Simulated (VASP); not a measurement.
Wanted: the native input for a VASP 6.6.1 run.

```yaml
Task: single point
Functional: PBE
Potentials_or_basis: VASP PAW PBE potentials, release 64 (Br)
Cutoff: 520 eV
k_mesh: 8 × 8 × 4
Occupations: fermi-dirac, width 0.02 eV
Spin: no spin polarisation
Dipole_correction: no
Further_INCAR_settings: ALGO = Normal; EDIFF = 1e-06; NBANDS = 14
```

The structure of Br lies in POSCAR:

```
Br
1.0
    3.0049188239      0.0000000000      0.0000000000
   -1.5024594120      2.6023360378      0.0000000000
    0.0000000000      0.0000000000      9.2840569951
Br
2
Direct
    0.3333333333      0.6666666667      0.2500000000
    0.6666666667      0.3333333333      0.7500000000
```

The input as run:

INCAR

```
PREC     = Accurate       # precision mode
ENCUT    = 520            # plane-wave cutoff, eV
EDIFF    = 1E-6           # SCF threshold, eV
ISMEAR   = -1             # smearing method
SIGMA    = 0.02           # smearing width, eV
LREAL    = F              # projectors in reciprocal space
LASPH    = T              # aspherical terms in the spheres
NELM     = 100            # most SCF steps
ALGO     = Normal         # electronic algorithm
ISIF     = 2              # what is computed and relaxed
LWAVE    = F              # write WAVECAR
LCHARG   = T              # write CHGCAR
GGA      = PE             # functional
LELF     = T              # ELF
LVHAR    = T            
NBANDS   = 14             # bands
```

KPOINTS

```
regular mesh
0
Gamma
  8 8 4
```

Potentials or basis: VASP PAW PBE potentials, release 64 (Br).

Run with:

```bash
$ cat potpaw_PBE.64/Br/POTCAR > POTCAR
$ mpirun -np 1 vasp_std > vasp.out
```

Results of the run:

- Pressure: 0.0 GPa
- Band gap on the k mesh: zero (bands 7 and 8 overlap by 2.85 eV)

Caveat: this functional lacks dispersion, which binds layers or chains, so the pressure and a relaxed spacing across them are unreliable.

Run time: 68 s on 1 thread of Intel Xeon 8259CL, with other jobs on the host, peak memory 0.19 GiB.
